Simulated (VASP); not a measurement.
Write the native input for VASP 6.6.1 that does the following.

```
Task                   : single point
Functional             : r2SCAN
Potentials or basis    : VASP PAW PBE potentials, release 64 (Zr_sv)
Cutoff                 : 520 eV
k mesh                 : 4 × 4 × 4
Occupations            : gaussian, width 0.1 eV
Spin                   : no spin polarisation
Dipole correction      : no
Further INCAR settings : ALGO = Normal; EDIFF = 1e-06; NBANDS = 58
```

Zr:

```
CELL_PARAMETERS angstrom
5.75429 0.00000 0.00000
0.00000 5.75429 0.00000
0.00000 0.00000 5.75429
ATOMIC_POSITIONS crystal
Zr 0.50000 0.50000 0.50000
Zr 0.00000 0.00000 0.00000
Zr 0.25000 0.00000 0.50000
Zr 0.50000 0.25000 0.00000
Zr 0.50000 0.75000 0.00000
Zr 0.75000 0.00000 0.50000
Zr 0.00000 0.50000 0.75000
Zr 0.00000 0.50000 0.25000
```

One way to write it, as run:

POSCAR

```
Zr
1.0
    5.7542859044      0.0000000000      0.0000000000
    0.0000000000      5.7542859044      0.0000000000
    0.0000000000      0.0000000000      5.7542859044
Zr
8
Direct
    0.5000000000      0.5000000000      0.5000000000
    0.0000000000      0.0000000000      0.0000000000
    0.2500000000      0.0000000000      0.5000000000
    0.5000000000      0.2500000000      0.0000000000
    0.5000000000      0.7500000000      0.0000000000
    0.7500000000      0.0000000000      0.5000000000
    0.0000000000      0.5000000000      0.7500000000
    0.0000000000      0.5000000000      0.2500000000
```

INCAR.step1

```
SYSTEM = Zr
PREC     = Accurate       ! precision mode
ENCUT    = 520            ! plane-wave cutoff, eV
ISMEAR   = 0              ! smearing method
SIGMA    = 0.1            ! smearing width, eV
LREAL    = .False.        ! projectors in reciprocal space
LASPH    = .True.         ! aspherical terms in the spheres
NELM     = 60             ! most SCF steps
NBANDS   = 58             ! bands
GGA      = PE             ! functional
ALGO     = Normal         ! electronic algorithm
EDIFF    = 1E-4           ! SCF threshold, eV
LWAVE    = .True.         ! write WAVECAR
LCHARG   = .False.        ! write CHGCAR
```

INCAR.step2

```
SYSTEM = Zr
PREC     = Accurate       ! precision mode
ENCUT    = 520            ! plane-wave cutoff, eV
EDIFF    = 1E-6           ! SCF threshold, eV
ISMEAR   = 0              ! smearing method
SIGMA    = 0.1            ! smearing width, eV
LREAL    = .False.        ! projectors in reciprocal space
LASPH    = .True.         ! aspherical terms in the spheres
NELM     = 60             ! most SCF steps
ALGO     = Normal         ! electronic algorithm
ISIF     = 2              ! what is computed and relaxed
LWAVE    = .False.        ! write WAVECAR
LCHARG   = .False.        ! write CHGCAR
METAGGA  = R2SCAN         ! meta-GGA
LMIXTAU  = .True.       
NBANDS   = 58             ! bands
ISTART   = 1
```

KPOINTS

```
regular mesh
0
Gamma
  4 4 4
  0 0 0
```

Potentials or basis: VASP PAW PBE potentials, release 64 (Zr_sv).

Command:

```console
$ cat potpaw_PBE.64/Zr_sv/POTCAR > POTCAR
$ cp INCAR.step1 INCAR
$ mpirun -np 1 vasp_std > vasp.out
$ cp INCAR.step2 INCAR
$ mpirun -np 1 vasp_std > vasp.out
```

It gave:

* Pressure: -2.8 GPa
* Band gap on the k mesh: zero (bands 48 and 49 overlap by 0.54 eV)

Caveat: the PAW data sets were made with another functional, which shifts forces and pressure a little.

Run time: 5.2 min on 1 thread of Intel(R) Xeon(R) Platinum 8559C (Emerald Rapids) (shared host), peak memory 0.38 GiB.
